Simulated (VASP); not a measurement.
Here is a VASP 6.6.1 calculation.

The input INCAR:

```
SYSTEM = N
PREC     = Accurate       ! precision mode
ENCUT    = 520            ! plane-wave cutoff, eV
EDIFF    = 1E-7           ! SCF threshold, eV
ISMEAR   = -1             ! smearing method
SIGMA    = 0.02           ! smearing width, eV
LREAL    = .False.        ! projectors in reciprocal space
LASPH    = .True.         ! aspherical terms in the spheres
NELM     = 100            ! most SCF steps
ALGO     = Normal         ! electronic algorithm
ISIF     = 2              ! what is computed and relaxed
LWAVE    = .False.        ! write WAVECAR
LCHARG   = .False.        ! write CHGCAR
GGA      = PS             ! functional
NBANDS   = 18             ! bands
```

The input KPOINTS:

```
regular mesh
0
Gamma
  4 4 4
  0 0 0
```

Contents of POSCAR:

```
N
1.0
    5.7054900000      0.0000000000      0.0000000000
    0.0000000000      5.7054900000      0.0000000000
    0.0000000000      0.0000000000      5.6490000000
N
4
Direct
    0.0300000000      0.0300000000      0.0300000000
    0.4700000000      0.9700000000      0.5300000000
    0.5300000000      0.4700000000      0.9700000000
    0.9700000000      0.5300000000      0.4700000000
```

Potentials or basis: VASP PAW PBE potentials, release 64 (N).

The run is started by

```bash
$ cat potpaw_PBE.64/N/POTCAR > POTCAR
$ mpirun -np 1 vasp_std > vasp.out
```

Question: What does it give for the band gap on the k mesh?

Answer: Zero (band 10 reaches -5.34 eV, above the bottom of band 11 at -5.49 eV).

Question: Predict the pressure.

Answer: -3.9 GPa.

Forces in eV/Å, atoms in the order of the input:
```
N    0.227  0.204  0.225
N   -0.227 -0.204  0.225
N    0.227 -0.204 -0.225
N   -0.227  0.204 -0.225
```

Caveat: the cell differs from its parent crystal (equal xx and yy strain of +1 %); the PAW data sets were made with another functional, which shifts forces and pressure a little.
